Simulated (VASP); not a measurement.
# Hg (P6_3/mmc) in VASP: further runs

Hg is run at these levels: LDA, BLYP, PBEsol; tasks: single point.

All numbers are computed with VASP 6.6.1; they aren't measurements. Logs are shortened: lines on timing, memory, paths and dates and some standing lists are left out, and cuts for length are marked.

## Step 1: The cell of the first run

It takes space group P6_3/mmc (No. 194, hexagonal). The conventional cell has a = 3.462 Å, b = 3.462 Å, c = 5.488 Å, α = 90.00°, β = 90.00°, γ = 120.00°. Hg (site symmetry -6m2) has 12 Hg at 3.39 to 3.46 Å within 4.5 Å.

## Step 2: Single point, LDA

The input, INCAR:

```
PREC = Accurate ; ENCUT = 520
EDIFF = 1E-6 ; ISMEAR = -1
SIGMA = 0.05 ; LREAL = F
LASPH = T ; NELM = 80
ALGO = Normal ; ISIF = 2
LWAVE = F ; LCHARG = T
LELF = T ; LVHAR = T
NBANDS = 19
```

The input, KPOINTS:

```
Automatic mesh
0
Gamma
  10 10 6
```

The input, POSCAR:

```
Hg
1.0
    3.4618100000      0.0000000000      0.0000000000
   -1.7309050000      2.9980150000      0.0000000000
    0.0000000000      0.0000000000      5.4875480000
Hg
2
Direct
    0.6666666667      0.3333333333      0.7500000000
    0.3333333333      0.6666666667      0.2500000000
```

Potentials or basis: VASP PAW LDA potentials, release 64 (Hg).

Command:

```bash
$ cat potpaw_LDA.64/Hg/POTCAR > POTCAR
$ mpirun -np 1 vasp_std > vasp.out
```

OUTCAR:

```text
PREC = Accurate
   ENCUT = 520
   EDIFF = 1E-6
   ISMEAR = -1
   LREAL = F
   LASPH = T
   NELM = 80
   ISIF = 2

 ion  position               nearest neighbor table
   1  0.667  0.333  0.750-   2 3.39   2 3.39   2 3.39   2 3.39   2 3.39   2 3.39
   2  0.333  0.667  0.250-   1 3.39   1 3.39   1 3.39   1 3.39   1 3.39   1 3.39

  LATTYP: Found a hexagonal cell.
 ALAT       =     3.4618100000
 C/A-ratio  =     1.5851672969

  Lattice vectors:

 A1 = (   3.4618100000,   0.0000000000,   0.0000000000)
 A2 = (  -1.7309050000,   2.9980150000,   0.0000000000)
 A3 = (   0.0000000000,   0.0000000000,   5.4875480000)

Analysis of symmetry for initial positions (statically):
=====================================================================
 Subroutine PRICEL returns:
 Original cell was already a primitive cell.

 Routine SETGRP: Setting up the symmetry group for a
 hexagonal supercell.

 Subroutine GETGRP returns: Found 24 space group operations
 (whereof 12 operations were pure point group operations)
 out of a pool of 24 trial point group operations.

The static configuration has the point symmetry D_3d.
 The point group associated with its full space group is D_6h.

Analysis of symmetry for dynamics (positions and initial velocities):
=====================================================================
 Subroutine PRICEL returns:
 Original cell was already a primitive cell.

 Routine SETGRP: Setting up the symmetry group for a
 hexagonal supercell.

 Subroutine GETGRP returns: Found 24 space group operations
 (whereof 12 operations were pure point group operations)
 out of a pool of 24 trial point group operations.

The dynamic configuration has the point symmetry D_3d.
 The point group associated with its full space group is D_6h.

 Subroutine INISYM returns: Found 24 space group operations
 (whereof 12 operations are pure point group operations),
 and found     1 'primitive' translations

----------------------------------------------------------------------------------------

                                     Primitive cell

  volume of cell :      56.9528

  direct lattice vectors                    reciprocal lattice vectors
     3.461810000  0.000000000  0.000000000     0.288866229  0.166777017  0.000000000
    -1.730905000  2.998015000  0.000000000     0.000000000  0.333554035  0.000000000
     0.000000000  0.000000000  5.487548000     0.000000000  0.000000000  0.182230752

  length of vectors
     3.461810000  3.461809651  5.487548000     0.333554001  0.333554035  0.182230752

  position of ions in fractional coordinates (direct lattice)
     0.666666667  0.333333333  0.750000000
     0.333333333  0.666666667  0.250000000

  ion indices of the primitive-cell ions
   primitive index   ion index
                 1           1
                 2           2

----------------------------------------------------------------------------------------

 KPOINTS: Automatic mesh

Automatic generation of k-mesh.
 Grid dimensions read from file:
 generate k-points for:   10   10    6

 Generating k-lattice:

  Cartesian coordinates                     Fractional coordinates (reciprocal lattice)
     0.028886623  0.016677702  0.000000000     0.100000000  0.000000000  0.000000000
     0.000000000  0.033355403  0.000000000     0.000000000  0.100000000  0.000000000
     0.000000000  0.000000000  0.030371792     0.000000000  0.000000000  0.166666667

  Length of vectors
     0.033355400  0.033355403  0.030371792

  Shift w.r.t. Gamma in fractional coordinates (k-lattice)
     0.000000000  0.000000000  0.000000000

 Subroutine IBZKPT returns following result:
 ===========================================

 Found     56 irreducible k-points:

 Following reciprocal coordinates:
            Coordinates               Weight
  0.000000  0.000000  0.000000      1.000000
  0.100000  0.000000  0.000000      6.000000
  0.200000  0.000000  0.000000      6.000000
  0.300000  0.000000  0.000000      6.000000
  0.400000  0.000000  0.000000      6.000000
  0.500000  0.000000  0.000000      3.000000
[... 16 lines left out ...]
  0.300000  0.100000  0.166667     24.000000
  0.400000  0.100000  0.166667     24.000000
 [... further k-points ...]
   k-points           NKPTS =     56   k-points in BZ     NKDIM =     56   number of bands    NBANDS=     19
   number of dos      NEDOS =    301   number of ions     NIONS =      2
   total plane-waves  NPLWV =  32928
   dimension x,y,z NGX =    28 NGY =   28 NGZ =   42
   dimension x,y,z NGXF=    56 NGYF=   56 NGZF=   84
   ions per type =               2
   NGX,Y,Z   is equivalent  to a cutoff of  13.45, 13.45, 12.72 a.u.
   NGXF,Y,Z  is equivalent  to a cutoff of  26.89, 26.89, 25.45 a.u.
 SYSTEM =  unknown system
   PREC   = accura    normal or accurate (medium, high low for compatibility)
   ISTART =      0    job   : 0-new  1-cont  2-samecut
   ICHARG =      2    charge: 1-file 2-atom 10-const
   ISPIN  =      1    spin polarized calculation?
   LNONCOLLINEAR =      F non collinear calculations
   LSORBIT =      F    spin-orbit coupling
   LASPH  =      T    aspherical Exc in radial PAW
   ENCUT  =  520.0 eV  38.22 Ry    6.18 a.u.   6.44  6.44 10.20*2*pi/ulx,y,z
   NELM   =     80;   NELMIN=  2; NELMDL= -5     # of ELM steps
   EDIFF  = 0.1E-05   stopping-criterion for ELM
   LREAL  =      F    real-space projection
   EDIFFG = 0.1E-04   stopping-criterion for IOM
   NSW    =      0    number of steps for IOM
   IBRION =     -1    ionic relax: 0-MD 1-quasi-New 2-CG
   NFREE  =      0    steps in history (QN), initial steepest desc. (CG)
   ISIF   =      2    stress and relaxation
   ISYM   =      2    0-nonsym 1-usesym 2-fastsym
   POTIM  = 0.5000    time-step for ionic-motion
   TEBEG  =    0.0;   TEEND  =   0.0 temperature during run
   PSTRESS=    0.0 pullay stress
   NELECT =      24.0000    total number of electrons
   NUPDOWN=      -1.0000    fix difference up-down
   EMIN   =  10.00;   EMAX   =-10.00  energy-range for DOS
   EFERMI =   0.00;   METHOD = LEGACY
   ISMEAR =    -1;   SIGMA  =   0.05  broadening in eV -4-tet -1-fermi 0-gaus
   EFERMI_NEDOS =   21; number of points for ismear=-14 and -15
   IALGO  =     38    algorithm
   IMIX   =      4    mixing-type and parameters
     AMIX     =   0.40;   BMIX     =  1.00
     AMIX_MAG =   1.60;   BMIX_MAG =  1.00
  volume/ion in A,a.u.               =      28.48       192.17
  Fermi-wavevector in a.u.,A,eV,Ry     =   1.227364  2.319382 20.496128  1.506423
  Thomas-Fermi vector in A             =   2.362330
   LORBIT       =      0    0 simple, 1 ext, 2 COOP (PROOUT), +10 PAW based schemes
   GGA     = CA    functional components
   LHFCALC =     F    Hartree Fock is set to
   AEXX    =    0.0000 exact exchange contribution
   IVDW    =     0    specifies the selected vdW correction
   LEPSILON=     F    determine dielectric tensor
   LRPA    =     F    only Hartree local field effects (RPA)
 non-spin polarized calculation
  energy-cutoff  :      520.00
  volume of cell :       56.95
 maximum number of plane-waves:      1562
 NGX is ok and might be reduce to    28
   NGX = 13   NGY = 13   NGZ = 21

 number of electron      24.0000000 magnetization

 Free energy of the ion-electron system (eV)
  ---------------------------------------------------
  ext. energy  EPLUGINS =         0.00000000
  ---------------------------------------------------
  free energy    TOTEN  =        -1.64971255 eV

  energy without entropy =       -1.64665136  energy(sigma->0) =       -1.64818196

 E-fermi :   0.6609     XC(G=0): -10.2083

 val. band max:        0.6490104633   @ k =   0.1000   0.0000   0.0000
 cond. band min:       0.9035934100   @ k =   0.5000   0.0000   0.3333
 fundamental gap:      0.2545829467
 Fermi energy:         0.6609403377

 k-point     1 :       0.0000    0.0000    0.0000
  band No.  band energies     occupation
      1      -6.5615      2.00000
      2      -5.9155      2.00000
      3      -5.2522      2.00000
      4      -5.2490      2.00000
      5      -5.2490      2.00000
      6      -5.1504      2.00000
[... 11 lines left out ...]
     18      13.8690      0.00000
     19      14.4541      0.00000

 k-point     2 :       0.1000    0.0000    0.0000
  band No.  band energies     occupation
      1      -6.3791      2.00000
      2      -5.8388      2.00000
      3      -5.3302      2.00000
      4      -5.1852      2.00000
      5      -5.1737      2.00000
      6      -5.1433      2.00000
[... 11 lines left out ...]
     18      14.4082      0.00000
     19      14.8692      0.00000

 k-point     3 :       0.2000    0.0000    0.0000
  band No.  band energies     occupation
      1      -5.9342      2.00000
      2      -5.7168      2.00000
      3      -5.3260      2.00000
      4      -5.2527      2.00000
      5      -5.1767      2.00000
      6      -5.1696      2.00000
[... 11 lines left out ...]
     18      12.9550      0.00000
     19      14.1221      0.00000

 k-point     4 :       0.3000    0.0000    0.0000
  band No.  band energies     occupation
      1      -5.7606      2.00000
      2      -5.6972      2.00000
      3      -5.4574      2.00000
      4      -5.2619      2.00000
      5      -5.1476      2.00000
      6      -4.9879      2.00000
[... 11 lines left out ...]
     18      12.2924      0.00000
     19      13.1054      0.00000

 k-point     5 :       0.4000    0.0000    0.0000
  band No.  band energies     occupation
      1      -5.8488      2.00000
      2      -5.7024      2.00000
      3      -5.6239      2.00000
      4      -5.3249      2.00000
      5      -5.0421      2.00000
      6      -5.0153      2.00000
[... 11 lines left out ...]
     18      12.0213      0.00000
     19      12.3055      0.00000
[... 334 lines left out ...]
      2      -5.6867      2.00000
      3      -5.3906      2.00000
      4      -5.2443      2.00000
      5      -5.2193      2.00000
      6      -5.1735      2.00000
[... 11 lines left out ...]
     18      13.3847      0.00000
     19      13.7432      0.00000

 k-point    22 :       0.2000    0.1000    0.1667
  band No.  band energies     occupation
      1      -5.6795      2.00000
      2      -5.6246      2.00000
      3      -5.3802      2.00000
      4      -5.3042      2.00000
      5      -5.2282      2.00000
      6      -5.0704      2.00000
[... 11 lines left out ...]
     18      12.4657      0.00000
     19      13.7202      0.00000

 k-point    23 :       0.3000    0.1000    0.1667
  band No.  band energies     occupation
      1      -5.7451      2.00000
      2      -5.7000      2.00000
      3      -5.4110      2.00000
      4      -5.3539      2.00000
      5      -5.1750      2.00000
      6      -5.0474      2.00000
[... 11 lines left out ...]
     18      10.7231      0.00000
     19      13.3759      0.00000

 k-point    24 :       0.4000    0.1000    0.1667
  band No.  band energies     occupation
      1      -5.8171      2.00000
      2      -5.7717      2.00000
      3      -5.4787      2.00000
      4      -5.3297      2.00000
      5      -5.2498      2.00000
      6      -4.9484      2.00000
[... 11 lines left out ...]
     18      10.0898      0.00000
     19      13.0425      0.00000

 [... further k-points ...]
[... 5 lines left out ...]
  --------------------------------------------------------------------------------------
  -------------------------------------------------------------------------------------
  Total       -1.4788339     -1.4788335     -1.5292103      0.0000000      0.0000000     -0.0000000
  in kB      -41.6020398    -41.6020286    -43.0192103      0.0000000      0.0000000     -0.0000000
  external PRESSURE =     -42.0744263 kB  Pullay stress =       0.0000000 kB

 VOLUME and BASIS-vectors are now :
 -----------------------------------------------------------------------------
  energy-cutoff  :      520.00
  volume of cell :       56.95
      direct lattice vectors                 reciprocal lattice vectors
     3.461810000  0.000000000  0.000000000     0.288866229  0.166777017  0.000000000
    -1.730905000  2.998015000  0.000000000     0.000000000  0.333554035  0.000000000
     0.000000000  0.000000000  5.487548000     0.000000000  0.000000000  0.182230752

 POSITION                                       TOTAL-FORCE (eV/Angst)
 -----------------------------------------------------------------------------------
      1.73091      0.99934      4.11566         0.000000     -0.000000      0.000000
     -0.00000      1.99868      1.37189        -0.000000      0.000000      0.000000
 -----------------------------------------------------------------------------------
    total drift:                               -0.000000      0.000000     -0.000000

  FREE ENERGIE OF THE ION-ELECTRON SYSTEM (eV)
  ---------------------------------------------------
  free  energy   TOTEN  =        -1.6497125538 eV

  energy  without entropy=       -1.6466513594  energy(sigma->0) =       -1.64818196
```

Run time: 34 s. Hardware: 1 thread of Intel Xeon Platinum 8488C (Sapphire Rapids), shared host; peak memory 0.18 GiB.

Results:

| Quantity | Value |
| --- | --- |
| Free energy | -1.6497 eV |
| Pressure | -4.2 GPa |
| Band gap on the k mesh | zero (band 12 reaches 0.59 eV, above the bottom of band 13 at 0.34 eV) |

Caveat: spin-orbit coupling is left out, which moves the levels of the heavy elements.

## Step 3: Single point, BLYP

The input, INCAR:

```
SYSTEM = Hg
PREC = Accurate
ENCUT = 520
EDIFF = 1E-6
ISMEAR = -1
SIGMA = 0.05
LREAL = .False.
LASPH = .True.
NELM = 100
ALGO = Normal
ISIF = 2
LWAVE = .False.
LCHARG = .True.
GGA = B5
ALDAX = 1.0
AGGAX = 1.0
AGGAC = 1.0
ALDAC = 0.0
LELF = .True.
LVHAR = .True.
NBANDS = 19
```

The input, KPOINTS:

```
regular mesh
0
Gamma
  10 10 6
  0 0 0
```

POSCAR is that of step 2.

Potentials or basis: VASP PAW PBE potentials, release 64 (Hg).

Command:

```bash
$ cat potpaw_PBE.64/Hg/POTCAR > POTCAR
$ mpirun -np 1 vasp_std > vasp.out
```

Wall time 43 s (1 thread of Intel Xeon Platinum 8488C (Sapphire Rapids), shared host); peak memory 0.2 GiB.

The run converged. Its results:

```yaml
Free_energy: 0.4407 eV
Pressure: 5.1 GPa
```

Stress tensor (GPa, compression positive):
```
5.06 0.00 0.00
0.00 5.06 0.00
0.00 0.00 5.16
```

Levels at points of the mesh, in eV from the Fermi level:
| k point | band 8 | band 9 | band 10 | band 11 | band 12 | band 13 | band 14 | band 15 | band 16 | band 17 |
| --- | --- | --- | --- | --- | --- | --- | --- | --- | --- | --- |
| (0.00, 0.00, 0.00) | -5.79 | -5.79 | -5.27 | -5.27 | -1.25 | -0.12 | 11.01 | 11.01 | 13.21 | 13.21 |
| (0.50, 0.00, 0.00) | -5.26 | -5.19 | -5.18 | -2.18 | -1.52 | 2.63 | 3.49 | 4.35 | 6.65 | 7.15 |
| (0.00, 0.00, 0.50) | -5.43 | -5.43 | -5.43 | -5.35 | -5.35 | 6.74 | 6.74 | 12.02 | 12.02 | 12.02 |
| (0.50, 0.00, 0.50) | -5.25 | -5.21 | -5.21 | -1.09 | -1.09 | 0.52 | 0.52 | 8.52 | 8.52 | 9.33 |

Caveat: the PAW data sets were made with another functional, which shifts forces and pressure a little; spin-orbit coupling is left out, which moves the levels of the heavy elements.

## Step 4: Single point, PBEsol

The input, INCAR:

```
ALGO = Normal
EDIFF = 1E-6
ENCUT = 520
GGA = PS
ISIF = 2
ISMEAR = -1
LASPH = True
LCHARG = False
LREAL = False
LWAVE = False
NBANDS = 19
NELM = 80
PREC = Accurate
SIGMA = 0.05
```

The input, KPOINTS:

```
k-points
0
Gamma
  10 10 6
```

POSCAR is that of step 3.

Command:

```bash
$ cat potpaw_PBE.64/Hg/POTCAR > POTCAR
$ mpirun -np 1 vasp_std > vasp.out
```

Wall time 33 s (1 thread of Intel Xeon Platinum 8488C (Sapphire Rapids), shared host); peak memory 0.2 GiB.

It converged, with:

| Item | Value |
| --- | --- |
| Free energy | -1.0044 eV |
| Pressure | -2.4 GPa |
| Band gap on the k mesh | zero (band 12 reaches 0.68 eV, above the bottom of band 13 at 0.43 eV) |

Levels at points of the mesh, in eV from the Fermi level:
```
           k point  band 8  band 9  band 10  band 11  band 12  band 13  band 14  band 15  band 16  band 17
(0.00, 0.00, 0.00)   -5.73   -5.73    -5.21    -5.21    -1.21    -0.33    11.09    11.09    12.72    13.24
(0.50, 0.00, 0.00)   -5.21   -5.13    -5.12    -2.16    -1.59     2.61     3.42     4.25     6.63     6.90
(0.00, 0.00, 0.50)   -5.38   -5.37    -5.37    -5.37    -5.37     6.65     6.65    12.10    12.10    12.10
(0.50, 0.00, 0.50)   -5.19   -5.16    -5.16    -1.06    -1.06     0.36     0.36     8.51     8.51     9.36
```

Caveat: the PAW data sets were made with another functional, which shifts forces and pressure a little; spin-orbit coupling is left out, which moves the levels of the heavy elements.

## Step 5: Summary

| level | potentials or basis | gap on the mesh (eV) | pressure (GPa) |
| --- | --- | --- | --- |
| LDA | VASP PAW LDA potentials, release 64 (Hg) | none | -4.2 |
| BLYP | VASP PAW PBE potentials, release 64 (Hg) | - | 5.1 |
| PBEsol | VASP PAW PBE potentials, release 64 (Hg) | none | -2.4 |

Alike in all rows: task single point; no spin polarisation; cell as given; k mesh 10 × 10 × 6; cutoff (eV) 520; smearing fermi-dirac 0.05 eV.

Caveats: spin-orbit coupling is left out, which moves the levels of the heavy elements; the PAW data sets were made with another functional, which shifts forces and pressure a little (some runs).

Total energies depend on the potentials used, so only differences within one code and one set of settings carry meaning.
